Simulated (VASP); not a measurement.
# Al in VASP: settings compared, part 2 of 2

VASP 6.6.1. Earlier steps stand in the parts before.

**3. Single point, PBE**

INCAR

```
PREC = Accurate
ENCUT = 520
EDIFF = 1E-6
ISMEAR = -1
SIGMA = 0.03
LREAL = F
LASPH = T
NELM = 100
ALGO = Fast
ISIF = 2
LWAVE = F
LCHARG = F
GGA = PE
NBANDS = 8
```

KPOINTS

```
regular mesh
0
Gamma
  7 7 7
```

POSCAR

```
Al
1.0
    0.0000000000      2.0248050000      2.0248050000
    2.0248050000      0.0000000000      2.0248050000
    2.0248050000      2.0248050000      0.0000000000
Al
1
Direct
    0.0000000000      0.0000000000      0.0000000000
```

Potentials or basis: VASP PAW PBE potentials, release 64 (Al).

Command:

```
$ cat potpaw_PBE.64/Al/POTCAR > POTCAR
$ mpirun -np 1 vasp_std > vasp.out
```

OUTCAR:

```text
PREC = Accurate
   ENCUT = 520
   EDIFF = 1E-6
   ISMEAR = -1
   LREAL = F
   LASPH = T
   NELM = 100
   ISIF = 2
   GGA = PE

 ion  position               nearest neighbor table
   1  0.000  0.000  0.000-

  LATTYP: Found a face centered cubic cell.
 ALAT       =     4.0496100000

  Lattice vectors:

 A1 = (   0.0000000000,   2.0248050000,   2.0248050000)
 A2 = (   2.0248050000,   0.0000000000,   2.0248050000)
 A3 = (   2.0248050000,   2.0248050000,   0.0000000000)

Analysis of symmetry for initial positions (statically):
=====================================================================
 Subroutine PRICEL returns:
 Original cell was already a primitive cell.

 Routine SETGRP: Setting up the symmetry group for a
 face centered cubic supercell.

 Subroutine GETGRP returns: Found 48 space group operations
[... 9 lines left out ...]

 Routine SETGRP: Setting up the symmetry group for a
 face centered cubic supercell.

 Subroutine GETGRP returns: Found 48 space group operations
 (whereof 48 operations were pure point group operations)
 out of a pool of 48 trial point group operations.

[... 143 lines left out ...]

 val. band max:        7.3363479907   @ k =   0.4286   0.1429   0.0000
 cond. band min:       8.0733729202   @ k =  -0.2857   0.2857   0.0000
 fundamental gap:      0.7370249295
 Fermi energy:         8.0720352738

 k-point     1 :       0.0000    0.0000    0.0000
  band No.  band energies     occupation
      1      -3.1548      2.00000
      2      20.5219      0.00000
      3      20.5219      0.00000
      4      20.5219      0.00000
      5      21.9669      0.00000
      6      21.9669      0.00000
      7      21.9669      0.00000
      8      24.3600      0.00000
[... 199 lines left out ...]
 k-point    20 :      -0.2857    0.4286    0.1429
  band No.  band energies     occupation
      1       6.0692      2.00000
      2       6.7183      2.00000
      3       8.1505      0.13613
      4      11.2039      0.00000
      5      20.5796      0.00000
      6      24.9888      0.00000
      7      25.6300      0.00000
      8      27.2401      0.00000

------------------------ aborting loop because EDIFF is reached ----------------------------------------

  FORCE on cell =-STRESS in cart. coord.  units (eV):
  Direction    XX          YY          ZZ          XY          YZ          ZX
  --------------------------------------------------------------------------------------
  -------------------------------------------------------------------------------------
  Total       -0.1146599     -0.1146599     -0.1146599     -0.0000000     -0.0000000      0.0000000
  in kB      -11.0647712    -11.0647712    -11.0647712     -0.0000000     -0.0000000      0.0000000
  external PRESSURE =     -11.0647712 kB  Pullay stress =       0.0000000 kB

 VOLUME and BASIS-vectors are now :
 -----------------------------------------------------------------------------
  energy-cutoff  :      520.00
  volume of cell :       16.60
      direct lattice vectors                 reciprocal lattice vectors
     0.000000000  2.024805000  2.024805000    -0.246937359  0.246937359  0.246937359
     2.024805000  0.000000000  2.024805000     0.246937359 -0.246937359  0.246937359
     2.024805000  2.024805000  0.000000000     0.246937359  0.246937359 -0.246937359

 POSITION                                       TOTAL-FORCE (eV/Angst)
 -----------------------------------------------------------------------------------
      0.00000      0.00000      0.00000        -0.000000      0.000000      0.000000
 -----------------------------------------------------------------------------------
    total drift:                                0.000000     -0.000000      0.000000

  FREE ENERGIE OF THE ION-ELECTRON SYSTEM (eV)
  ---------------------------------------------------
  free  energy   TOTEN  =        -3.7918138518 eV

  energy  without entropy=       -3.7893153091  energy(sigma->0) =       -3.79056458
```

OSZICAR:

```text
N       E                     dE             d eps       ncg     rms          rms(c)
DAV:   1    -0.185261158346E+01   -0.18526E+01   -0.90420E+02   320   0.210E+02
DAV:   2    -0.380529851003E+01   -0.19527E+01   -0.19409E+01   448   0.201E+01
DAV:   3    -0.381397604519E+01   -0.86775E-02   -0.86775E-02   424   0.155E+00
DAV:   4    -0.381400407915E+01   -0.28034E-04   -0.28035E-04   480   0.879E-02
DAV:   5    -0.381400416625E+01   -0.87098E-07   -0.86126E-07   424   0.311E-03    0.131E+00
RMM:   6    -0.380126330318E+01    0.12741E-01   -0.10572E-03   320   0.188E-01    0.772E-01
RMM:   7    -0.379179541872E+01    0.94679E-02   -0.35108E-03   392   0.325E-01    0.124E-01
RMM:   8    -0.379181287220E+01   -0.17453E-04   -0.15128E-04   349   0.778E-02    0.259E-02
RMM:   9    -0.379181447049E+01   -0.15983E-05   -0.23567E-05   360   0.292E-02    0.992E-03
RMM:  10    -0.379181385179E+01    0.61871E-06   -0.51665E-06   365   0.144E-02
   1 F= -.37918139E+01 E0= -.37905646E+01  d E =-.249854E-02
```

stdout:

```text
POSCAR found type information on POSCAR Al
 POSCAR found :  1 types and       1 ions
 scaLAPACK will be used
 LDA part: xc-table for (Slater+PW92), standard interpolation
 POSCAR, INCAR and KPOINTS ok, starting setup
 FFT: planning ... GRIDC
 FFT: planning ... GRID_SOFT
 FFT: planning ... GRID
 WAVECAR not read
 entering main loop
```

Run time: 2.1 s. Hardware: 1 thread of Intel Xeon 6975P-C, shared host; peak memory 0.12 GiB.

What came out:

| Property | Result |
| --- | --- |
| Free energy | -3.7918 eV |
| Pressure | -1.1 GPa |

Levels at points of the mesh, in eV from the Fermi level:
```csv
k point,band 1,band 2,band 3,band 4,band 5,band 6
"(0.00, 0.00, 0.00)",-11.23,12.45,12.45,12.45,13.89,13.89
```

Caveat: the k points lie up to 0.38 Å⁻¹ apart.

**4. Single point, PBE**

INCAR

```
PREC     = Accurate       # precision mode
ENCUT    = 520            # plane-wave cutoff, eV
EDIFF    = 1E-6           # SCF threshold, eV
ISMEAR   = 0              # smearing method
SIGMA    = 0.026000000000000002 # smearing width, eV
LREAL    = False          # projectors in reciprocal space
LASPH    = True           # aspherical terms in the spheres
NELM     = 80             # most SCF steps
ALGO     = Normal         # electronic algorithm
ISIF     = 2              # what is computed and relaxed
LWAVE    = False          # write WAVECAR
LCHARG   = False          # write CHGCAR
GGA      = PE             # functional
NBANDS   = 8              # bands
```

KPOINTS

```
Automatic mesh
0
Gamma
  11 11 11
```

POSCAR is that of step 3.

Command:

```
$ cat potpaw_PBE.64/Al/POTCAR > POTCAR
$ mpirun -np 1 vasp_std > vasp.out
```

Wall time 3.4 s (1 thread of Intel Xeon 6975P-C, shared host); peak memory 0.13 GiB.

It converged, with:

| Quantity | Value |
| --- | --- |
| Free energy | -3.7528 eV |
| Pressure | -0.5 GPa |

Levels at points of the mesh, in eV from the Fermi level:
| k point | band 1 | band 2 | band 3 | band 4 | band 5 |
| --- | --- | --- | --- | --- | --- |
| (0.00, 0.00, 0.00) | -11.11 | 12.56 | 12.56 | 12.56 | 14.01 |

**5. Single point, PBE**

INCAR

```
SYSTEM = Al
ALGO     = Normal         ! electronic algorithm
EDIFF    = 1E-6           ! SCF threshold, eV
ENCUT    = 520            ! plane-wave cutoff, eV
GGA      = PE             ! functional
ISIF     = 2              ! what is computed and relaxed
ISMEAR   = 0              ! smearing method
LASPH    = .True.         ! aspherical terms in the spheres
LCHARG   = .False.        ! write CHGCAR
LREAL    = .False.        ! projectors in reciprocal space
LWAVE    = .False.        ! write WAVECAR
NBANDS   = 8              ! bands
NELM     = 100            ! most SCF steps
PREC     = Accurate       ! precision mode
SIGMA    = 0.016          ! smearing width, eV
```

KPOINTS

```
k-points
0
Gamma
  11 11 11
  0 0 0
```

POSCAR is that of step 4.

Command:

```
$ cat potpaw_PBE.64/Al/POTCAR > POTCAR
$ mpirun -np 1 vasp_std > vasp.out
```

It took 3.3 s on 1 thread of Intel Xeon 6975P-C, shared host; peak memory 0.13 GiB.

The run converged. Its results:

```
Free energy : -3.7526 eV
Pressure    : -0.5 GPa
```

Levels at points of the mesh, in eV from the Fermi level:
| k point | band 1 | band 2 | band 3 | band 4 |
| --- | --- | --- | --- | --- |
| (0.00, 0.00, 0.00) | -11.11 | 12.56 | 12.56 | 12.56 |

**6. Single point, PBEsol+D3(BJ)**

This run uses another cell than the first one, of 15.59 Å³/atom, 0.939 times its volume.

INCAR

```
SYSTEM = Al
ALGO = Normal ; EDIFF = 1E-6
ENCUT = 520 ; GGA = PS
ISIF = 2 ; ISMEAR = -1
IVDW = 12 ; LASPH = .True.
LCHARG = .False. ; LREAL = .False.
LWAVE = .False. ; NBANDS = 8
NELM = 60 ; PREC = Accurate
SIGMA = 0.05
```

KPOINTS is that of step 5.

POSCAR

```
Al
1.0
    0.0000000000      1.9825885997      1.9825885997
    1.9825885997      0.0000000000      1.9825885997
    1.9825885997      1.9825885997      0.0000000000
Al
1
Direct
    0.0000000000      0.0000000000      0.0000000000
```

Potentials or basis: VASP PAW PBE potentials, release 64 (Al).

Command:

```
$ cat potpaw_PBE.64/Al/POTCAR > POTCAR
$ mpirun -np 1 vasp_std > vasp.out
```

Wall time 3.4 s (1 thread of Intel Xeon 6975P-C, shared host); peak memory 0.14 GiB.

The run converged. Its results:

```
Free energy                : -4.4314 eV
Pressure                   : 0.1 GPa
Dispersion energy per atom : -0.336 eV
```

Levels at points of the mesh, in eV from the Fermi level:
| k point | band 1 | band 2 | band 3 | band 4 | band 5 | band 6 |
| --- | --- | --- | --- | --- | --- | --- |
| (0.00, 0.00, 0.00) | -11.52 | 12.92 | 12.92 | 12.92 | 14.85 | 14.85 |

Caveat: the PAW data sets were made with another functional, which shifts forces and pressure a little; pairwise dispersion overbinds metals, which lowers pressure and volume.

**7. Summary**

```tsv
level	cell	k mesh	smearing	gap on the mesh (eV)	pressure (GPa)
PBEsol	a = 2.864, b = 2.864, c = 2.835 Å, angles 60.3, 60.3, 60.7°, 1 atom	11 × 11 × 11	fermi-dirac 0.05 eV	none	-1.8
PBE	a = 2.864 Å, angles 60.0°, 1 atom	7 × 7 × 7	fermi-dirac 0.03 eV	none	-1.1
PBE	a = 2.864 Å, angles 60.0°, 1 atom	11 × 11 × 11	gaussian 0.026 eV	none	-0.5
PBE	a = 2.864 Å, angles 60.0°, 1 atom	11 × 11 × 11	gaussian 0.016 eV	none	-0.5
PBEsol+D3(BJ)	a = 2.804 Å, angles 60.0°, 1 atom	11 × 11 × 11	fermi-dirac 0.05 eV	none	0.1
```

Alike in all rows: task single point; potentials or basis VASP PAW PBE potentials, release 64 (Al); no spin polarisation; cutoff (eV) 520.

Caveats: some runs use coarse meshes; the PAW data sets were made with another functional, which shifts forces and pressure a little (some runs); pairwise dispersion overbinds metals, which lowers pressure and volume (some runs).

Total energies depend on the potentials used, so only differences within one code and one set of settings carry meaning.
